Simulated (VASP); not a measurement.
TiO2: single point with PBE+U

TiO2:

```
CELL_PARAMETERS angstrom
2.71354 -2.71362 -0.02025
2.71354 2.71362 -0.02025
-2.67673 0.00000 4.93584
ATOMIC_POSITIONS crystal
Ti 0.12501 0.87499 0.25000
Ti 0.87499 0.12501 0.75000
O 0.33329 0.08331 0.66659
O 0.66671 0.91669 0.33341
O 0.91669 0.66671 0.83341
O 0.08331 0.33329 0.16659
```

This cell differs from its parent crystal: atoms shifted along a free coordinate.

```json
{
  "Program": "VASP 6.6.1",
  "Task": "single point",
  "Functional": "PBE",
  "Potentials or basis": "VASP PAW PBE potentials, release 64 (Ti_sv, O)",
  "Cutoff": "520 eV",
  "k mesh": "6 × 6 × 6",
  "Occupations": "gaussian, width 0.05 eV",
  "Spin": "no spin polarisation",
  "Hubbard terms": "Ti d U = 4.0 eV",
  "Dipole correction": "no",
  "Further INCAR settings": "ALGO = Normal; EDIFF = 1e-07; NBANDS = 33"
}
```

```
Pressure               : -0.4 GPa
Largest force          : 0.347 eV/Å
Band gap on the k mesh : 2.55 eV (least direct gap 2.89 eV)
```

Forces on the atoms (eV/Å):
```
Ti   0.000  0.000  0.000
Ti   0.000  0.000  0.000
O   -0.003  0.000 -0.347
O    0.003  0.000  0.347
O    0.003  0.000  0.347
O   -0.003  0.000 -0.347
```

Stress tensor (GPa, compression positive):
```
 1.38  0.00 -0.04
 0.00  1.38  0.00
-0.04  0.00 -3.99
```

Levels at points of the mesh, in eV from the valence-band top:
```csv
k point,band 20,band 21,band 22,band 23,band 24,band 25,band 26,band 27,band 28,band 29
"(0.00, 0.00, 0.00)",-0.83,-0.83,-0.82,-0.41,-0.41,2.55,3.19,4.12,4.12,4.20
"(0.50, 0.00, 0.00)",-1.85,-1.73,-1.01,-0.85,-0.69,3.56,3.71,3.76,3.88,4.43
"(0.50, 0.50, 0.00)",-2.45,-1.98,-1.98,0.00,0.00,3.59,3.59,3.99,3.99,5.03
"(0.00, 0.00, 0.50)",-1.40,-1.33,-1.33,-0.15,-0.15,2.86,2.86,4.03,4.03,4.30
"(0.50, 0.00, 0.50)",-1.85,-1.73,-1.01,-0.85,-0.69,3.56,3.71,3.76,3.88,4.43
"(0.50, 0.50, 0.50)",-2.45,-1.98,-1.98,0.00,0.00,3.59,3.59,3.99,3.99,5.03
```

Eigenvalues of the final occupation matrices:
| site | spin | trace | eigenvalues |
| --- | --- | --- | --- |
| site 1 d | 1 | 0.78 | 0.10 0.10 0.11 0.23 0.25 |
| site 1 d | 2 | 0.78 | 0.10 0.10 0.11 0.23 0.25 |
| site 2 d | 1 | 0.78 | 0.10 0.10 0.11 0.23 0.25 |
| site 2 d | 2 | 0.78 | 0.10 0.10 0.11 0.23 0.25 |

It took 3.9 min on 1 thread of Intel Xeon 8259CL, on a shared host, peak memory 0.26 GiB.

Caveat: the cell differs from its parent crystal (atoms shifted along a free coordinate); the stress differs along the axes, from -4 to 1 GPa. A k mesh can miss the band edges.
